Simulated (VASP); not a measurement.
A run of VASP 6.6.1 is set up as follows.

File INCAR:

```
SYSTEM = OsO4
  ALGO = Normal
  DIPOL = 0.5 0.5 0.660
  EDIFF = 1E-6
  ENCUT = 520
  GGA = PE
  GGA_COMPAT = .FALSE.
  IDIPOL = 3
  ISIF = 2
  ISMEAR = 0
  IVDW = 12
  LASPH = .TRUE.
  LCHARG = .FALSE.
  LDIPOL = .TRUE.
  LREAL = .FALSE.
  LWAVE = .FALSE.
  NBANDS = 28
  NELM = 120
  NELMDL = -8
  PREC = Accurate
  SIGMA = 0.1
```

The input KPOINTS:

```
k-points
0
G
  3 3 1
  0 0 0
```

The input POSCAR:

```
OsO4
1.0
    6.0686302234      0.0000000000      0.0000000000
    0.0000000000      6.0686302234      0.0000000000
    0.0000000000      0.0000000000     26.4228543752
Os O
1 4
Direct
    0.2500010010      0.5997077376      0.6606703731
    0.0200326889      0.4892077456      0.6297664046
    0.2500513119      0.5144814198      0.7224480809
    0.2499878172      0.8841415372      0.6598060584
    0.4799477621      0.4892504275      0.6297468016
```

Potentials or basis: VASP PAW PBE potentials, release 64 (Os_sv_GW, O).

Run with:

```bash
$ cat potpaw_PBE.64/Os_sv_GW/POTCAR potpaw_PBE.64/O/POTCAR > POTCAR
$ mpirun -np 1 vasp_std > vasp.out
```

(1) Predict the dispersion energy per atom.

(2) What does it give for the largest force?

## Answers

(1) -0.032 eV.

(2) 2.121 eV/Å.
